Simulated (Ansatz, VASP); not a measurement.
Two plane-wave programs on ZnCu

```xyz
2
Lattice="2.9206 0.0000 0.0000 0.0000 2.9206 0.0000 0.0000 0.0000 2.9206" Properties=species:S:1:pos:R:3 pbc="T T T"
Zn    1.4603    1.4603    1.4603
Cu    0.0000    0.0000    0.0000
```

Alike in both runs: task electric field gradients; functional r2SCAN; k mesh 4 × 4 × 4; occupations fermi-dirac, width 0.05 eV; no spin polarisation.

```csv
,VASP,Ansatz
version,VASP 6.6.1,Ansatz 0.2.0
potentials or method,"VASP PAW PBE potentials, release 64 (Zn, Cu)","PAW with Ansatz's default frozen-core files, scalar-relativistic"
plane-wave cutoff (eV),520,500
valence electrons in the cell,23,31
```

VASP gave:

```
pressure (GPa) : -0.4
```

Q: What did Ansatz give for the same quantities?

A: Pressure (GPa): -1.1.

VASP's potentials were made for PBE, not for r2SCAN. VASP's potentials hold 23 valence electrons a cell and Ansatz's 31, so a difference there can come from the potentials and not from the codes.

The k mesh is coarse, so the values compare programs but aren't converged.
